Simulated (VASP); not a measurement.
Runs of VASP 6.6.1 on HfOs. The structure is that of space group Pm-3m (No. 221), or close to it. The cells are those of the table. 

| cell | gap on the mesh (eV) | pressure (GPa) |
| --- | --- | --- |
| a = 3.173 Å, 2 atoms | none | 6.7 |
| a = 3.239 Å, 2 atoms | none | (b) |
| a = 3.206 Å, 2 atoms | none | -1.6 |
| a = 3.271 Å, 2 atoms | none | -14.5 |
| a = 3.303 Å, 2 atoms | none | (a) |

Alike in all rows: task single point; level LDA; potentials or basis VASP PAW LDA potentials, release 64 (Hf_pv, Os); no spin polarisation; k mesh 9 × 9 × 9; cutoff (eV) 520; smearing methfessel-paxton 0.15 eV.

Task: Estimate the missing entries.

Result: (a) -19.6; (b) -8.5.

Caveats: spin-orbit coupling is left out, which moves the levels of the heavy elements.

A k mesh can miss the band edges, and the runs leave out spin-orbit coupling on Hf, Os.

A gap of «none» marks levels without a gap at the run's occupations.
